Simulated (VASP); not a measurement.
# TaSi2 in VASP: notebook, part 2 of 2

VASP 6.6.1.

**4. Single point, PBE**

Input file INCAR:

```
SYSTEM = TaSi2
  PREC = Accurate
  ENCUT = 520
  EDIFF = 1E-7
  ISMEAR = -1
  SIGMA = 0.05
  LREAL = Auto
  LASPH = .TRUE.
  NELM = 100
  ALGO = Normal
  ISIF = 2
  LWAVE = .FALSE.
  LCHARG = .FALSE.
  GGA = PE
  NBANDS = 94
  ISYM = 0
```

Input file KPOINTS:

```
Automatic mesh
0
Gamma
  1 1 1
  0.25 0.25 0.25
```

Input file POSCAR:

```
TaSi2
1.0
    7.2389490000     -0.0789630000     -0.1139910000
   -0.0789630000      7.5148510000      0.0255970000
   -0.1139910000      0.0255970000      7.3977730000
Si Ta
16 8
Direct
    0.4600353350      0.7594703892      0.4684516170
    0.5784809851      0.7815176926      1.0181888681
    0.3118223745      1.0217210900      0.5992762889
   -0.0361928002      0.9490614036      0.5787424434
    0.6906735954      0.3507387934      0.8393517499
    0.7785302636      0.8018379366      0.3097029062
    0.1043967414      0.9156886052      0.1920166255
    0.2168402267      0.2428663297      0.3320340033
    0.1286405717      0.6335471068      0.5759556237
    0.5628090837      0.4029208166      0.1756140133
    0.4853384539      0.0388152797      0.2651379896
    0.1582574930      0.8138462996      0.8598588935
    0.3274980555      0.4945495919      0.8362204200
    0.6621724370      0.1085764887      0.6126885031
    0.0925531686      0.2876458766      0.0116174634
    0.8687587480      0.4996562123      0.3824592858
    0.8468742829      0.1644818062      0.2855204946
    0.7543270539      0.6619687189      0.6615086840
    0.4622915598      0.3946597339      0.5347045620
    0.0108474559      0.2901616107      0.6504386179
    0.4319653456      0.0949458224      0.9236071225
    0.8853726326      0.5969300227      0.0458452691
    0.8605897660      0.0067587245      0.9092449153
    0.2917276893      0.6107576910      0.1679747089
```

The run is started by

```
> cat potpaw_PBE.64/Si/POTCAR potpaw_PBE.64/Ta_pv/POTCAR > POTCAR
> mpirun -np 1 vasp_std > vasp.out
```

Wall time 98 s (1 thread of Intel Xeon Platinum 8488C (Sapphire Rapids), shared host); peak memory 0.39 GiB.

It converged, with:

* Free energy: -180.5005 eV
* Pressure: -8.5 GPa
* Largest force: 1.854 eV/Å
* Band gap on the k mesh: 0.23 eV

Forces in eV/Å, atoms in the order of the input:
```
Si   0.242 -0.527 -0.068
Si  -0.363 -0.178 -0.418
Si  -0.432 -0.052 -0.366
Si  -0.003  0.368 -0.546
Si   0.160 -0.349  0.441
Si  -0.229  0.734  0.334
Si  -0.358 -0.063 -0.443
Si  -1.033 -0.425 -0.107
Si   0.817 -0.108 -0.193
Si   1.566 -0.778 -0.614
Si   0.549  0.087  0.471
Si   0.080 -0.240  0.643
Si  -0.135  0.032  0.397
Si   0.029  0.175 -0.095
Si  -0.179  0.016  0.580
Si  -0.270 -0.506 -0.268
Ta  -0.010  0.413  0.481
Ta  -0.281  0.495 -0.028
Ta   0.072  0.678  0.508
Ta   0.576  0.291 -0.191
Ta   0.034  0.474  0.082
Ta   0.697 -0.338 -0.044
Ta  -0.197 -0.046 -0.189
Ta  -1.333 -0.154 -0.366
```

Stress tensor (GPa, compression positive):
```
-9.61 -0.36  0.57
-0.36 -8.63  1.44
 0.57  1.44 -7.26
```

Levels at points of the mesh, in eV from the valence-band top:
| k point | band 73 | band 74 | band 75 | band 76 | band 77 | band 78 | band 79 | band 80 |
| --- | --- | --- | --- | --- | --- | --- | --- | --- |
| (0.25, 0.25, 0.25) | -0.55 | -0.41 | -0.25 | 0.00 | 0.23 | 0.31 | 0.44 | 0.55 |

Caveat: the k points lie up to 0.87 Å⁻¹ apart; spin-orbit coupling is left out, which moves the levels of the heavy elements.

**5. Single point, PBE**

Input file INCAR:

```
PREC = Accurate
ENCUT = 520
EDIFF = 1E-7
ISMEAR = -1
SIGMA = 0.05
LREAL = Auto
LASPH = T
NELM = 60
ALGO = Normal
ISIF = 2
LWAVE = F
LCHARG = F
GGA = PE
ISYM = 0
NBANDS = 94
```

KPOINTS is that of step 4.

Input file POSCAR:

```
TaSi2
1.0
    7.2389490000     -0.0789630000     -0.1139910000
   -0.0789630000      7.5148510000      0.0255970000
   -0.1139910000      0.0255970000      7.3977730000
Si Ta
16 8
Direct
    0.4965029570      0.7507934310      0.4424970608
    0.5648020111      0.7712427694      0.9966778982
    0.3205824522      1.0196071971      0.5676832242
   -0.0364760155      0.9518094606      0.5770390083
    0.7121907002      0.3430852373      0.8528841554
    0.7910957794      0.8267780212      0.2834182344
    0.1116703957      0.9066529384      0.1632257201
    0.2199852056      0.2408912147      0.3440288369
    0.1736123356      0.6101568951      0.5563072911
    0.5641537907      0.3938903823      0.1564926421
    0.5288533905      0.0320047626      0.2293560915
    0.1715104188      0.7891792037      0.8528674811
    0.3379485718      0.4445273846      0.8619124334
    0.6706696652      0.1303936473      0.6168401787
    0.0778295100      0.3089354904      0.0311549222
    0.8507922175      0.5055784786      0.3837625679
    0.8661291690      0.1774655210      0.2695710378
    0.7880337967      0.6529805150      0.6670014636
    0.4693424556      0.3995149756      0.5379214030
    0.0346732566      0.2940717067      0.6412800292
    0.4217089591      0.0919117933      0.9133090945
    0.8960670928      0.5999617946      0.0562430561
    0.8701983485      0.0016281190      0.9053951919
    0.2837161737      0.5962018305      0.1603374572
```

Potentials or basis: VASP PAW PBE potentials, release 64 (Si, Ta_pv).

The run is started by

```
> cat potpaw_PBE.64/Si/POTCAR potpaw_PBE.64/Ta_pv/POTCAR > POTCAR
> mpirun -np 1 vasp_std > vasp.out
```

OUTCAR:

```text
PREC = Accurate
   ENCUT = 520
   EDIFF = 1E-7
   ISMEAR = -1
   LREAL = Auto
   LASPH = T
   NELM = 60
   ISIF = 2
   GGA = PE
   ISYM = 0

 ion  position               nearest neighbor table
   1  0.497  0.751  0.442-   6 2.52   3 2.60  11 2.64   9 2.70  19 2.73  18 2.75  24 2.80
   2  0.565  0.771  0.997-  11 2.64   6 2.67  21 2.70  24 2.71  22 2.77  23 2.87  12 3.01  10 3.06
                            13 3.08  18 3.11
   3  0.321  0.020  0.568-   8 2.44   1 2.60   4 2.63  14 2.67  21 2.69  12 2.94  11 2.96  20 3.02
                            19 3.04
   4  0.964  0.952  0.577-  14 2.56  23 2.57   3 2.63   6 2.64  18 2.65  20 2.66  12 2.79  17 2.91
                             9 3.02
   5  0.712  0.343  0.853-  14 2.38  10 2.55  18 2.75  22 2.75  13 2.83  21 2.84  23 2.85  20 2.88
                            19 2.91  15 2.94
   6  0.791  0.827  0.283-  11 2.49   1 2.52  22 2.55  16 2.56   7 2.57   4 2.64   2 2.67  17 2.68
                            18 3.12  23 3.15
   7  0.112  0.907  0.163-  12 2.52   6 2.57  23 2.65  24 2.67  22 2.86  17 2.86   8 2.93  21 3.24
[... 19 lines left out ...]
  17  0.866  0.177  0.270-  15 2.55  16 2.62   8 2.64  11 2.66   6 2.68  10 2.85   7 2.86   4 2.91
                            14 2.99  23 3.01  20 3.10  22 3.54
  18  0.788  0.653  0.667-  16 2.44   4 2.65   5 2.75   1 2.75   9 2.96  22 2.99  19 3.09   2 3.11
                             6 3.12  23 3.20  12 3.21  20 3.28
  19  0.469  0.400  0.538-   8 2.55  14 2.57  13 2.63   9 2.70   1 2.73   5 2.91  10 2.93   3 3.04
                            18 3.09  16 3.11  20 3.34  24 3.40
  20  0.035  0.294  0.641-   9 2.64   8 2.65   4 2.66  16 2.80   5 2.88  14 2.89  15 2.89  13 2.91
                             3 3.02  17 3.10  23 3.17  18 3.28  19 3.34
  21  0.422  0.092  0.913-  11 2.48   3 2.69   2 2.70  13 2.75   5 2.84  14 2.89  12 2.91  10 3.05
                            15 3.15   7 3.24  23 3.33
  22  0.896  0.600  0.056-   6 2.55  16 2.55  15 2.59   5 2.75   2 2.77   7 2.86  12 2.88  24 2.89
                            10 2.94  18 2.99  23 3.22  17 3.54
  23  0.870  0.002  0.905-   4 2.57   7 2.65  14 2.72  12 2.77   5 2.85  15 2.87   2 2.87  17 3.01
                             6 3.15  20 3.17  18 3.20  22 3.22  21 3.33
  24  0.284  0.596  0.160-  13 2.54  10 2.56   7 2.67   2 2.71  15 2.76  12 2.80   1 2.80  22 2.89
                             8 3.02   9 3.06  19 3.40

IMPORTANT INFORMATION: All symmetrisations will be switched off!
NOSYMM: (Re-)initialisation of all symmetry stuff for point group C_1.

[... 148 lines left out ...]
 maximum number of plane-waves:     10841
 NGX is ok and might be reduce to    54
   NGX = 27   NGY = 27   NGZ = 27

 number of electron     151.9999999 magnetization

 Free energy of the ion-electron system (eV)
  ---------------------------------------------------
  ext. energy  EPLUGINS =         0.00000000
  ---------------------------------------------------
  free energy    TOTEN  =      -180.43158721 eV

  energy without entropy =     -180.41144472  energy(sigma->0) =     -180.42151596

 E-fermi :   7.7040     XC(G=0): -11.3496

 val. band max:        7.5069778103   @ k =   0.2500   0.2500   0.2500
 cond. band min:       7.9077088030   @ k =   0.2500   0.2500   0.2500
 fundamental gap:      0.4007309927
 Fermi energy:         7.7039946460

 k-point     1 :       0.2500    0.2500    0.2500
  band No.  band energies     occupation
      1     -27.3566      2.00000
      2     -27.2895      2.00000
      3     -27.2092      2.00000
      4     -27.2028      2.00000
      5     -27.1634      2.00000
      6     -27.1368      2.00000
[... 80 lines left out ...]
     87       9.2122      0.00000
     88       9.3452      0.00000
 [bands above 88 left out]

------------------------ aborting loop because EDIFF is reached ----------------------------------------

  FORCE on cell =-STRESS in cart. coord.  units (eV):
  Direction    XX          YY          ZZ          XY          YZ          ZX
  --------------------------------------------------------------------------------------
  -------------------------------------------------------------------------------------
  Total      -18.9853369    -17.2905225    -13.0977975      0.4696031      2.9176782     -1.7670849
  in kB      -75.6121881    -68.8623141    -52.1641060      1.8702705     11.6201273     -7.0377025
  external PRESSURE =     -65.5462027 kB  Pullay stress =       0.0000000 kB

 VOLUME and BASIS-vectors are now :
 -----------------------------------------------------------------------------
  energy-cutoff  :      520.00
  volume of cell :      402.29
      direct lattice vectors                 reciprocal lattice vectors
     7.238949000 -0.078963000 -0.113991000     0.138190813  0.001444817  0.002124359
    -0.078963000  7.514851000  0.025597000     0.001444817  0.133086512 -0.000438229
    -0.113991000  0.025597000  7.397773000     0.002124359 -0.000438229  0.135210066

 POSITION                                       TOTAL-FORCE (eV/Angst)
 -----------------------------------------------------------------------------------
      3.48443      5.61422      3.23611        -0.082292      0.464921      0.268442
      3.91406      5.77669      7.32856         0.238362     -0.000301     -0.323406
      2.25442      0.13656      4.16355         0.206440     -0.845094      0.143542
      6.83397      7.09139      4.18333         0.457047      0.479209     -0.790575
      5.03120      2.54383      6.23704         0.542401      0.078052     -0.312020
      5.62911      6.15790      2.02765        -0.360094      0.359719      0.802054
[... 16 lines left out ...]
      6.19599     -0.03330      6.59875        -0.558601      0.158506     -0.000755
      1.98845      4.46207      1.16906        -0.102549     -0.365715      0.486880
 -----------------------------------------------------------------------------------
    total drift:                               -0.004596     -0.007839     -0.000759

  FREE ENERGIE OF THE ION-ELECTRON SYSTEM (eV)
  ---------------------------------------------------
  free  energy   TOTEN  =      -180.4315872080 eV

  energy  without entropy=     -180.4114447152  energy(sigma->0) =     -180.42151596
```

OSZICAR:

```text
N       E                     dE             d eps       ncg     rms          rms(c)
DAV:   1     0.107006390539E+04    0.10701E+04   -0.73685E+04   188   0.151E+03
DAV:   2    -0.123698284736E+03   -0.11938E+04   -0.11628E+04   218   0.378E+02
DAV:   3    -0.186778831228E+03   -0.63081E+02   -0.60638E+02   232   0.735E+01
[... 12 lines left out ...]
DAV:  16    -0.180431588823E+03    0.54324E-06   -0.13486E-05   240   0.159E-02    0.649E-03
DAV:  17    -0.180431587933E+03    0.88953E-06   -0.29599E-06   232   0.781E-03    0.331E-03
DAV:  18    -0.180431587389E+03    0.54416E-06   -0.48865E-07   200   0.262E-03    0.122E-03
DAV:  19    -0.180431587238E+03    0.15121E-06   -0.56603E-08   112   0.107E-03    0.500E-04
DAV:  20    -0.180431587208E+03    0.29991E-07   -0.16015E-08   112   0.530E-04
   1 F= -.18043159E+03 E0= -.18042152E+03  d E =-.201425E-01
```

stdout:

```text
POSCAR found type information on POSCAR SiTa
 POSCAR found :  2 types and      24 ions
 scaLAPACK will be used
 LDA part: xc-table for (Slater+PW92), standard interpolation
 POSCAR, INCAR and KPOINTS ok, starting setup
 FFT: planning ... GRIDC
 FFT: planning ... GRID_SOFT
 FFT: planning ... GRID
 WAVECAR not read
 entering main loop
```

Run time: 87 s. Hardware: 1 thread of Intel Xeon Platinum 8488C (Sapphire Rapids), shared host; peak memory 0.39 GiB.

What came out:

| Item | Value |
| --- | --- |
| Free energy | -180.4316 eV |
| Pressure | -6.6 GPa |
| Largest force | 1.427 eV/Å |
| Band gap on the k mesh | 0.40 eV |

Forces on the atoms (eV/Å):
```
Si  -0.082  0.465  0.268
Si   0.238  0.000 -0.323
Si   0.206 -0.845  0.144
Si   0.457  0.479 -0.791
Si   0.542  0.078 -0.312
Si  -0.360  0.360  0.802
Si   0.111  0.230  0.113
Si  -0.106 -0.257 -0.818
Si  -0.214  0.691  0.468
Si   1.041 -0.576  0.361
Si   0.284 -0.018  1.138
Si  -0.184  0.035 -0.356
Si   0.180  0.279 -0.846
Si  -0.052 -0.735 -0.421
Si   0.638 -0.817 -0.689
Si   0.395 -0.754 -0.201
Ta  -0.565 -0.009  1.159
Ta  -0.622  0.751  0.555
Ta  -0.136  1.356  0.423
Ta  -0.818 -0.636  0.763
Ta  -0.342  0.099 -1.135
Ta   0.048  0.031 -0.787
Ta  -0.559  0.159 -0.001
Ta  -0.103 -0.366  0.487
```

Caveat: the k points lie up to 0.87 Å⁻¹ apart; spin-orbit coupling is left out, which moves the levels of the heavy elements.
